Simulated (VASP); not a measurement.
# SrO (Fm-3m) in VASP: single point with PBE+D3(BJ)

Aim: the single point of SrO with PBE+D3(BJ).

Program: VASP 6.6.1. These are calculated values, not measurements. Logs are shortened: lines on timing, memory, paths and dates and some standing lists are left out, and cuts for length are marked.

## Step 1: The cell of the first run

The structure is cubic, space group Fm-3m (No. 225). The conventional cell has a = 5.133 Å, b = 5.133 Å, c = 5.133 Å, α = 90.00°, β = 90.00°, γ = 90.00°. Within 3.4 Å of Sr (site symmetry m-3m) lie 6 O at 2.57 Å. Within 3.4 Å of O (site symmetry m-3m) lie 6 Sr at 2.57 Å.

## Step 2: Single point, PBE+D3(BJ)

The input, INCAR:

```
ALGO = Normal
EDIFF = 1E-6
ENCUT = 600
GGA = PE
GGA_COMPAT = False
ISIF = 2
ISMEAR = 0
IVDW = 12
LASPH = True
LCHARG = True
LELF = True
LREAL = False
LVHAR = True
LWAVE = False
NBANDS = 15
NELM = 120
PREC = Accurate
SIGMA = 0.01
```

The input, KPOINTS:

```
k-points
0
Gamma
  5 5 5
```

The input, POSCAR:

```
SrO
1.0
    0.0000000000      2.5663000000      2.5663000000
    2.5663000000      0.0000000000      2.5663000000
    2.5663000000      2.5663000000      0.0000000000
Sr O
1 1
Direct
    0.5000000000      0.5000000000      0.5000000000
    0.0000000000      0.0000000000      0.0000000000
```

Potentials or basis: VASP PAW PBE potentials, release 64 (Sr_sv, O).

Started as:

```
> cat potpaw_PBE.64/Sr_sv/POTCAR potpaw_PBE.64/O/POTCAR > POTCAR
> mpirun -np 1 vasp_std > vasp.out
```

OUTCAR:

```text
EDIFF = 1E-6
   ENCUT = 600
   GGA = PE
   ISIF = 2
   ISMEAR = 0
   IVDW = 12
   LASPH = True
   LREAL = False
   NELM = 120
   PREC = Accurate
 IVDW          = 12

 ion  position               nearest neighbor table
   1  0.500  0.500  0.500-   2 2.57   2 2.57   2 2.57   2 2.57   2 2.57   2 2.57
   2  0.000  0.000  0.000-   1 2.57   1 2.57   1 2.57   1 2.57   1 2.57   1 2.57

  LATTYP: Found a face centered cubic cell.
 ALAT       =     5.1326000000

  Lattice vectors:

 A1 = (   0.0000000000,   2.5663000000,   2.5663000000)
 A2 = (   2.5663000000,   0.0000000000,   2.5663000000)
 A3 = (   2.5663000000,   2.5663000000,   0.0000000000)

Analysis of symmetry for initial positions (statically):
=====================================================================
 Subroutine PRICEL returns:
 Original cell was already a primitive cell.

 Routine SETGRP: Setting up the symmetry group for a
 face centered cubic supercell.

 Subroutine GETGRP returns: Found 48 space group operations
 (whereof 48 operations were pure point group operations)
 out of a pool of 48 trial point group operations.

The static configuration has the point symmetry O_h .

Analysis of symmetry for dynamics (positions and initial velocities):
=====================================================================
 Subroutine PRICEL returns:
 Original cell was already a primitive cell.

 Routine SETGRP: Setting up the symmetry group for a
 face centered cubic supercell.

 Subroutine GETGRP returns: Found 48 space group operations
 (whereof 48 operations were pure point group operations)
 out of a pool of 48 trial point group operations.

The dynamic configuration has the point symmetry O_h .

 Subroutine INISYM returns: Found 48 space group operations
 (whereof 48 operations are pure point group operations),
 and found     1 'primitive' translations

----------------------------------------------------------------------------------------

                                     Primitive cell

  volume of cell :      33.8028

  direct lattice vectors                    reciprocal lattice vectors
     0.000000000  2.566300000  2.566300000    -0.194833028  0.194833028  0.194833028
     2.566300000  0.000000000  2.566300000     0.194833028 -0.194833028  0.194833028
     2.566300000  2.566300000  0.000000000     0.194833028  0.194833028 -0.194833028

  length of vectors
     3.629296265  3.629296265  3.629296265     0.337460704  0.337460704  0.337460704

  position of ions in fractional coordinates (direct lattice)
     0.500000000  0.500000000  0.500000000
     0.000000000  0.000000000  0.000000000

  ion indices of the primitive-cell ions
   primitive index   ion index
                 1           1
                 2           2

----------------------------------------------------------------------------------------

 KPOINTS: k-points

Automatic generation of k-mesh.
 Grid dimensions read from file:
 generate k-points for:    5    5    5

 Generating k-lattice:

  Cartesian coordinates                     Fractional coordinates (reciprocal lattice)
    -0.038966606  0.038966606  0.038966606     0.200000000  0.000000000  0.000000000
     0.038966606 -0.038966606  0.038966606     0.000000000  0.200000000  0.000000000
     0.038966606  0.038966606 -0.038966606     0.000000000  0.000000000  0.200000000

  Length of vectors
     0.067492141  0.067492141  0.067492141

  Shift w.r.t. Gamma in fractional coordinates (k-lattice)
     0.000000000  0.000000000  0.000000000

 Subroutine IBZKPT returns following result:
 ===========================================

 Found     10 irreducible k-points:

 Following reciprocal coordinates:
            Coordinates               Weight
  0.000000  0.000000  0.000000      1.000000
  0.200000  0.000000  0.000000      8.000000
  0.400000  0.000000  0.000000      8.000000
  0.200000  0.200000  0.000000      6.000000
  0.400000  0.200000  0.000000     24.000000
 -0.400000  0.200000  0.000000     24.000000
 -0.200000  0.200000  0.000000     12.000000
  0.400000  0.400000  0.000000      6.000000
 -0.400000  0.400000  0.000000     12.000000
 -0.400000  0.400000  0.200000     24.000000
   k-points           NKPTS =     10   k-points in BZ     NKDIM =     10   number of bands    NBANDS=     15
   number of dos      NEDOS =    301   number of ions     NIONS =      2
   total plane-waves  NPLWV =  27000
   dimension x,y,z NGX =    30 NGY =   30 NGZ =   30
   dimension x,y,z NGXF=    60 NGYF=   60 NGZF=   60
   ions per type =               1   1
   NGX,Y,Z   is equivalent  to a cutoff of  13.74, 13.74, 13.74 a.u.
   NGXF,Y,Z  is equivalent  to a cutoff of  27.48, 27.48, 27.48 a.u.
 SYSTEM =  unknown system
   PREC   = accura    normal or accurate (medium, high low for compatibility)
   ISTART =      0    job   : 0-new  1-cont  2-samecut
   ICHARG =      2    charge: 1-file 2-atom 10-const
   ISPIN  =      1    spin polarized calculation?
   LNONCOLLINEAR =      F non collinear calculations
   LSORBIT =      F    spin-orbit coupling
   LASPH  =      T    aspherical Exc in radial PAW
   ENCUT  =  600.0 eV  44.10 Ry    6.64 a.u.   7.25  7.25  7.25*2*pi/ulx,y,z
   NELM   =    120;   NELMIN=  2; NELMDL= -5     # of ELM steps
   EDIFF  = 0.1E-05   stopping-criterion for ELM
   LREAL  =      F    real-space projection
   EDIFFG = 0.1E-04   stopping-criterion for IOM
   NSW    =      0    number of steps for IOM
   IBRION =     -1    ionic relax: 0-MD 1-quasi-New 2-CG
   NFREE  =      0    steps in history (QN), initial steepest desc. (CG)
   ISIF   =      2    stress and relaxation
   ISYM   =      2    0-nonsym 1-usesym 2-fastsym
   POTIM  = 0.5000    time-step for ionic-motion
   TEBEG  =    0.0;   TEEND  =   0.0 temperature during run
   PSTRESS=    0.0 pullay stress
   NELECT =      16.0000    total number of electrons
   NUPDOWN=      -1.0000    fix difference up-down
   EMIN   =  10.00;   EMAX   =-10.00  energy-range for DOS
   EFERMI =   0.00;   METHOD = LEGACY
   ISMEAR =     0;   SIGMA  =   0.01  broadening in eV -4-tet -1-fermi 0-gaus
   EFERMI_NEDOS =   21; number of points for ismear=-14 and -15
   IALGO  =     38    algorithm
   IMIX   =      4    mixing-type and parameters
     AMIX     =   0.40;   BMIX     =  1.00
     AMIX_MAG =   1.60;   BMIX_MAG =  1.00
  volume/ion in A,a.u.               =      16.90       114.06
  Fermi-wavevector in a.u.,A,eV,Ry     =   1.275843  2.410995 22.147245  1.627777
  Thomas-Fermi vector in A             =   2.408533
   LORBIT       =      0    0 simple, 1 ext, 2 COOP (PROOUT), +10 PAW based schemes
   GGA     = PE    functional components
   LHFCALC =     F    Hartree Fock is set to
   AEXX    =    0.0000 exact exchange contribution
   IVDW    =    12    specifies the selected vdW correction
   LEPSILON=     F    determine dielectric tensor
   LRPA    =     F    only Hartree local field effects (RPA)
 non-spin polarized calculation
 Gauss-broadening in eV      SIGMA  =   0.01
  energy-cutoff  :      600.00
  volume of cell :       33.80
 maximum number of plane-waves:      1143
 NGX is ok and might be reduce to    30
   NGX = 15   NGY = 15   NGZ = 15

 number of electron      15.9999997 magnetization

 Free energy of the ion-electron system (eV)
  ---------------------------------------------------
  ext. energy  EPLUGINS =         0.00000000
  ---------------------------------------------------
  free energy    TOTEN  =       -12.03813894 eV

  energy without entropy =      -12.03813894  energy(sigma->0) =      -12.03813894

 E-fermi :   1.7577     XC(G=0): -10.0519

 val. band max:        1.6894957364   @ k =   0.0000   0.0000   0.0000
 cond. band min:       5.1388026857   @ k =   0.4000   0.4000   0.0000
 fundamental gap:      3.4493069493
 Fermi energy:         1.7577434505

 k-point     1 :       0.0000    0.0000    0.0000
  band No.  band energies     occupation
      1     -30.6811      2.00000
      2     -13.4075      2.00000
      3     -12.3132      2.00000
      4     -12.3132      2.00000
      5     -12.3132      2.00000
      6       1.6895      2.00000
      7       1.6895      2.00000
      8       1.6895      2.00000
      9       5.7122      0.00000
     10       7.9119      0.00000
     11       7.9119      0.00000
     12       7.9119      0.00000
     13      10.0915      0.00000
     14      10.0915      0.00000
     15      14.4290      0.00000

 k-point     2 :       0.2000    0.0000    0.0000
  band No.  band energies     occupation
      1     -30.6328      2.00000
      2     -14.1277      2.00000
      3     -12.3422      2.00000
      4     -12.3422      2.00000
      5     -11.7112      2.00000
      6       0.7394      2.00000
      7       1.2408      2.00000
      8       1.2408      2.00000
      9       7.2677      0.00000
     10       7.7053      0.00000
     11       8.6711      0.00000
     12       8.6711      0.00000
     13      11.0692      0.00000
     14      11.0692      0.00000
     15      16.6629      0.00000

 k-point     3 :       0.4000    0.0000    0.0000
  band No.  band energies     occupation
      1     -30.5532      2.00000
      2     -14.8389      2.00000
      3     -12.3880      2.00000
      4     -12.3880      2.00000
      5     -11.1918      2.00000
      6      -0.3342      2.00000
      7       0.6343      2.00000
      8       0.6343      2.00000
      9       8.1026      0.00000
     10       9.7238      0.00000
     11      10.2393      0.00000
     12      10.2393      0.00000
     13      13.0527      0.00000
     14      13.0527      0.00000
     15      17.0378      0.00000
[... 91 lines left out ...]
 k-point     9 :      -0.4000    0.4000    0.0000
  band No.  band energies     occupation
      1     -30.4989      2.00000
      2     -13.9887      2.00000
      3     -13.1803      2.00000
      4     -12.6173      2.00000
      5     -12.0854      2.00000
      6       0.9767      2.00000
      7       1.2331      2.00000
      8       1.2582      2.00000
      9       5.9816      0.00000
     10      10.1173      0.00000
     11      10.2260      0.00000
     12      12.1986      0.00000
     13      12.4923      0.00000
     14      14.7798      0.00000
     15      15.1570      0.00000

 k-point    10 :      -0.4000    0.4000    0.2000
  band No.  band energies     occupation
      1     -30.5079      2.00000
      2     -14.2836      2.00000
      3     -12.8598      2.00000
      4     -12.7880      2.00000
      5     -11.7154      2.00000
      6       0.5048      2.00000
      7       0.9837      2.00000
      8       1.2916      2.00000
      9       6.9978      0.00000
     10       8.7475      0.00000
     11      10.4540      0.00000
     12      12.0817      0.00000
     13      12.8720      0.00000
     14      14.6752      0.00000
     15      15.5889      0.00000

------------------------ aborting loop because EDIFF is reached ----------------------------------------

 Edisp (eV)   -0.49430

 E8    (eV) :    -0.2410

  FORCE on cell =-STRESS in cart. coord.  units (eV):
  Direction    XX          YY          ZZ          XY          YZ          ZX
  --------------------------------------------------------------------------------------
  -------------------------------------------------------------------------------------
  Total       0.29686     0.29686     0.29686     0.00000     0.00000    -0.00000
  in kB      14.07068    14.07068    14.07068     0.00000     0.00000    -0.00000
  external pressure =       14.07 kB  Pullay stress =        0.00 kB

 VOLUME and BASIS-vectors are now :
 -----------------------------------------------------------------------------
  energy-cutoff  :      600.00
  volume of cell :       33.80
      direct lattice vectors                 reciprocal lattice vectors
     0.000000000  2.566300000  2.566300000    -0.194833028  0.194833028  0.194833028
     2.566300000  0.000000000  2.566300000     0.194833028 -0.194833028  0.194833028
     2.566300000  2.566300000  0.000000000     0.194833028  0.194833028 -0.194833028

 POSITION                                       TOTAL-FORCE (eV/Angst)
 -----------------------------------------------------------------------------------
      2.56630      2.56630      2.56630        -0.000000     -0.000000      0.000000
      0.00000      0.00000      0.00000         0.000000      0.000000     -0.000000
 -----------------------------------------------------------------------------------
    total drift:                               -0.000000      0.000000      0.000000

  FREE ENERGIE OF THE ION-ELECTRON SYSTEM (eV)
  ---------------------------------------------------
  free  energy   TOTEN  =       -12.5324397573 eV

  energy  without entropy=      -12.5324397573  energy(sigma->0) =      -12.53243976
```

Run time: 8.3 s. Hardware: 1 thread of AMD EPYC 7R13 (Zen 3), shared host; peak memory 0.15 GiB.

Results:

```yaml
Free_energy: -12.5324 eV
Pressure: 1.4 GPa
Band_gap_on_the_k_mesh: 3.45 eV, indirect (least direct gap 3.56 eV)
Dispersion_energy_per_atom: -0.247 eV
```

Levels at points of the mesh, in eV from the valence-band top:
```csv
k point,band 5,band 6,band 7,band 8,band 9,band 10,band 11,band 12
"(0.00, 0.00, 0.00)",-14.00,0.00,0.00,0.00,4.02,6.22,6.22,6.22
```

Caveat: the k points lie up to 0.42 Å⁻¹ apart.
